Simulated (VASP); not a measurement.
# BP (I-4m2) in VASP: notebook, part 2 of 2

VASP 6.6.1.

**3. Single point, PBE (uniaxial z strain +1.0%)**

INCAR

```
SYSTEM = BP
ALGO = Normal
EDIFF = 1E-7
ENCUT = 520
GGA = PE
ISIF = 2
ISMEAR = -1
LASPH = .TRUE.
LCHARG = .TRUE.
LELF = .TRUE.
LREAL = .FALSE.
LVHAR = .TRUE.
LWAVE = .FALSE.
NBANDS = 11
NELM = 80
PREC = Accurate
SIGMA = 0.02
```

KPOINTS

```
k-points
0
G
  10 10 10
  0 0 0
```

POSCAR

```
BP
1.0
    0.0000000000      2.2683156689      2.2909988256
    2.2683156689      0.0000000000      2.2909988256
    2.2683156689      2.2683156689      0.0000000000
B P
1 1
Direct
    0.0000000000      0.0000000000      0.0000000000
    0.2500000000      0.2500000000      0.2500000000
```

Potentials or basis: VASP PAW PBE potentials, release 64 (B, P).

Run with:

```sh
$ cat potpaw_PBE.64/B/POTCAR potpaw_PBE.64/P/POTCAR > POTCAR
$ mpirun -np 1 vasp_std > vasp.out
```

OUTCAR:

```text
SYSTEM = BP
   EDIFF = 1E-7
   ENCUT = 520
   GGA = PE
   ISIF = 2
   ISMEAR = -1
   LASPH = .TRUE.
   LREAL = .FALSE.
   NELM = 80
   PREC = Accurate

 ion  position               nearest neighbor table
   1  0.000  0.000  0.000-   2 1.97   2 1.97   2 1.97   2 1.97
   2  0.250  0.250  0.250-   1 1.97   1 1.97   1 1.97   1 1.97

  LATTYP: Found a body centered tetragonal cell.
 ALAT       =     3.2078827827
 C/A-ratio  =     1.4283556980

  Lattice vectors:

 A1 = (  -2.2683156689,   0.0000000000,   2.2909988256)
 A2 = (   2.2683156689,   0.0000000000,   2.2909988256)
 A3 = (   0.0000000000,   2.2683156689,  -2.2909988256)

Analysis of symmetry for initial positions (statically):
=====================================================================
 Subroutine PRICEL returns:
 Original cell was already a primitive cell.

 Routine SETGRP: Setting up the symmetry group for a
 body centered tetragonal supercell.

 Subroutine GETGRP returns: Found  8 space group operations
 (whereof  8 operations were pure point group operations)
 out of a pool of 16 trial point group operations.

The static configuration has the point symmetry D_2d.
[... 170 lines left out ...]
      2       7.2609      2.00000
      3       7.3591      2.00000
      4       7.3591      2.00000
      5      10.6957      0.00000
      6      10.6957      0.00000
      7      10.7517      0.00000
      8      14.5616      0.00000
      9      18.7786      0.00000
     10      19.2968      0.00000
     11      19.5599      0.00000
[... 309 lines left out ...]
 k-point    24 :       0.4000    0.3000    0.0000
  band No.  band energies     occupation
      1      -5.1721      2.00000
      2       1.1334      2.00000
      3       3.3395      2.00000
      4       3.9024      2.00000
      5       9.2276      0.00000
      6      11.0136      0.00000
      7      16.7268      0.00000
      8      16.7685      0.00000
      9      21.1432      0.00000
     10      22.5801      0.00000
     11      24.1890      0.00000

 [... further k-points ...]

------------------------ aborting loop because EDIFF is reached ----------------------------------------

  FORCE on cell =-STRESS in cart. coord.  units (eV):
  Direction    XX          YY          ZZ          XY          YZ          ZX
  --------------------------------------------------------------------------------------
  -------------------------------------------------------------------------------------
  Total        0.0471916      0.0471916     -0.3475927      0.0000000      0.0000000      0.0000000
  in kB        3.2071085      3.2071085    -23.6221454      0.0000000      0.0000000      0.0000000
  external PRESSURE =      -5.7359761 kB  Pullay stress =       0.0000000 kB

 VOLUME and BASIS-vectors are now :
 -----------------------------------------------------------------------------
  energy-cutoff  :      520.00
  volume of cell :       23.58
      direct lattice vectors                 reciprocal lattice vectors
     0.000000000  2.268315669  2.290998826    -0.220427874  0.220427874  0.218245420
     2.268315669  0.000000000  2.290998826     0.220427874 -0.220427874  0.218245420
     2.268315669  2.268315669  0.000000000     0.220427874  0.220427874 -0.218245420

 POSITION                                       TOTAL-FORCE (eV/Angst)
 -----------------------------------------------------------------------------------
      0.00000      0.00000      0.00000        -0.000000     -0.000000      0.000000
      1.13416      1.13416      1.14550         0.000000      0.000000     -0.000000
 -----------------------------------------------------------------------------------
    total drift:                                0.000000      0.000000      0.000000

  FREE ENERGIE OF THE ION-ELECTRON SYSTEM (eV)
  ---------------------------------------------------
  free  energy   TOTEN  =       -12.9294877216 eV

  energy  without entropy=      -12.9294877216  energy(sigma->0) =      -12.92948772
```

stdout:

```text
POSCAR found type information on POSCAR B P
 POSCAR found :  2 types and       2 ions
 scaLAPACK will be used
 LDA part: xc-table for (Slater+PW92), standard interpolation
 POSCAR, INCAR and KPOINTS ok, starting setup
 FFT: planning ... GRIDC
 FFT: planning ... GRID_SOFT
 FFT: planning ... GRID
 WAVECAR not read
 entering main loop
```

Run time: 8.4 s. Hardware: 1 thread of Intel Xeon 6975P-C (Granite Rapids), shared host; peak memory 0.14 GiB.

Results:

- Free energy: -12.9295 eV
- Pressure: -0.6 GPa
- Band gap on the k mesh: 1.18 eV, indirect (least direct gap 3.34 eV)

Caveat: the cell differs from its parent crystal (uniaxial z strain +1.0%). A k mesh can miss the band edges.

**4. Single point, PBE (uniaxial z strain +2.0%)**

INCAR

```
SYSTEM = BP
  ALGO = Normal
  EDIFF = 1E-6
  ENCUT = 520
  GGA = PE
  ISIF = 2
  ISMEAR = -1
  LASPH = .True.
  LCHARG = .False.
  LREAL = .False.
  LWAVE = .False.
  NBANDS = 11
  NELM = 60
  PREC = Accurate
  SIGMA = 0.02
```

KPOINTS

```
k-points
0
Gamma
  10 10 10
  0 0 0
```

POSCAR

```
BP
1.0
    0.0000000000      2.2683156689      2.3136819823
    2.2683156689      0.0000000000      2.3136819823
    2.2683156689      2.2683156689      0.0000000000
B P
1 1
Direct
    0.0000000000      0.0000000000      0.0000000000
    0.2500000000      0.2500000000      0.2500000000
```

Run with:

```sh
$ cat potpaw_PBE.64/B/POTCAR potpaw_PBE.64/P/POTCAR > POTCAR
$ mpirun -np 1 vasp_std > vasp.out
```

Run time: 8.4 s. Hardware: 1 thread of Intel Xeon 6975P-C (Granite Rapids), shared host; peak memory 0.15 GiB.

It converged, with:

* Free energy: -12.9237 eV
* Pressure: -2.1 GPa
* Band gap on the k mesh: 1.12 eV, indirect (least direct gap 3.27 eV)

Stress tensor (GPa, compression positive):
```
-0.34  0.00  0.00
 0.00 -0.34  0.00
 0.00  0.00 -5.70
```

Levels at points of the mesh, in eV from the valence-band top:
| k point | band 1 | band 2 | band 3 | band 4 | band 5 | band 6 | band 7 | band 8 | band 9 |
| --- | --- | --- | --- | --- | --- | --- | --- | --- | --- |
| (0.00, 0.00, 0.00) | -15.36 | -0.20 | 0.00 | 0.00 | 3.27 | 3.27 | 3.38 | 7.02 | 11.32 |
| (0.50, 0.00, 0.00) | -12.11 | -8.96 | -1.93 | -1.67 | 3.55 | 4.60 | 4.73 | 10.00 | 14.32 |
| (0.50, 0.50, 0.00) | -10.73 | -8.67 | -3.98 | -3.98 | 1.45 | 1.79 | 11.88 | 11.88 | 14.79 |
| (0.50, 0.00, 0.50) | -10.54 | -8.49 | -4.20 | -4.16 | 1.23 | 1.52 | 11.67 | 12.06 | 14.95 |

Caveat: the cell differs from its parent crystal (uniaxial z strain +2.0%). A k mesh can miss the band edges.

**5. Overview**

| cell | gap on the mesh (eV) | pressure (GPa) |
| --- | --- | --- |
| a = 3.192, b = 3.192, c = 3.208 Å, angles 59.8, 59.8, 60.3°, 2 atoms | 1.07 | 2.7 |
| a = 3.224, b = 3.224, c = 3.208 Å, angles 60.2, 60.2, 59.7°, 2 atoms | 1.18 | -0.6 |
| a = 3.240, b = 3.240, c = 3.208 Å, angles 60.3, 60.3, 59.3°, 2 atoms | 1.12 | -2.1 |

Alike in all rows: task single point; level PBE; potentials or basis VASP PAW PBE potentials, release 64 (B, P); no spin polarisation; k mesh 10 × 10 × 10; cutoff (eV) 520; smearing fermi-dirac 0.02 eV.

Total energies depend on the potentials used, so only differences within one code and one set of settings carry meaning.
